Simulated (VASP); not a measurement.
## FePtC4N4: single point with PBE

FePtC4N4:

```
CELL_PARAMETERS angstrom
5.90687 0.00000 0.00000
0.00000 5.90687 0.00000
0.00000 0.00000 5.90687
ATOMIC_POSITIONS crystal
Fe 0.00000 0.00000 0.00000
Pt 0.50000 0.50000 0.50000
C 0.18942 0.18942 0.18942
C 0.18942 0.81058 0.81058
C 0.81058 0.18942 0.81058
C 0.81058 0.81058 0.18942
N 0.30378 0.30378 0.30378
N 0.30378 0.69622 0.69622
N 0.69622 0.30378 0.69622
N 0.69622 0.69622 0.30378
```

```json
{
 "Program": "VASP 6.6.1",
 "Task": "single point",
 "Functional": "PBE",
 "Potentials or basis": "VASP PAW PBE potentials, release 64 (Fe, Pt, C, N)",
 "Cutoff": "520 eV",
 "k mesh": "4 × 4 × 4",
 "Occupations": "gaussian, width 0.1 eV",
 "Spin": "collinear spin, ferromagnetic start",
 "Starting moments": "[4.0, 0.0, 0.0, 0.0, 0.0, 0.0, 0.0, 0.0, 0.0, 0.0] μB"
}
```

| Item | Value |
| --- | --- |
| Pressure | 1.9 GPa |
| Largest force | 1.382 eV/Å |
| Net moment | 3.55 μB per cell |
| Site moments | Fe +2.97; Pt +0.02; C -0.02; N +0.07 μB |
| Valence electrons inside the program's atomic spheres | Fe 7.24; Pt 9.29; C 2.59; N 3.87 |

Forces in eV/Å, atoms in the order of the input:
```
Fe   0.000  0.000  0.000
Pt   0.000  0.000  0.000
C   -0.798 -0.798 -0.798
C   -0.798  0.798  0.798
C    0.798 -0.798  0.798
C    0.798  0.798 -0.798
N    0.637  0.637  0.637
N    0.637 -0.637 -0.637
N   -0.637  0.637 -0.637
N   -0.637 -0.637  0.637
```

Levels at points of the mesh, in eV from the Fermi level:
Spin up:
```csv
k point,band 26,band 27,band 28,band 29,band 30,band 31,band 32,band 33
"(0.00, 0.00, 0.00)",-1.18,-1.18,-0.31,-0.31,-0.31,4.52,4.52,4.52
"(0.50, 0.00, 0.00)",-1.43,-0.72,-0.12,0.17,0.17,4.23,4.23,4.64
"(0.50, 0.50, 0.00)",-1.35,-0.76,-0.15,0.13,0.13,4.35,4.35,4.56
"(0.50, 0.50, 0.50)",-1.11,-1.11,-0.25,-0.25,-0.25,4.66,4.66,4.66
```
Spin down:
```
           k point  band 21  band 22  band 23  band 24  band 25  band 26  band 27  band 28  band 29  band 30
(0.00, 0.00, 0.00)    -2.03    -2.03    -0.42    -0.42    -0.42     0.11     0.11     1.01     1.01     1.01
(0.50, 0.00, 0.00)    -1.86    -1.54    -0.80    -0.39    -0.39    -0.15     0.38     1.13     1.26     1.26
(0.50, 0.50, 0.00)    -1.79    -1.48    -0.81    -0.29    -0.29    -0.17     0.38     1.17     1.17     1.18
(0.50, 0.50, 0.50)    -1.92    -1.92    -0.28    -0.28    -0.28     0.13     0.13     1.03     1.03     1.03
```

Wall time 8.1 min on 1 thread of Intel(R) Xeon(R) Platinum 8259CL CPU @ 2.50GHz (Skylake/Cascade Lake) (shared host), peak memory 0.48 GiB.

Caveat: spin-orbit coupling is left out, which moves the levels of the heavy elements; a cell with one magnetic atom can't hold antiferromagnetic order, which such compounds often take; forces of over 1 eV/Å act on the atoms, so gaps and moduli don't describe the material at rest. With open d or f shells a metallic result of PBE can be an artefact of self-interaction; +U or a hybrid may open a gap.
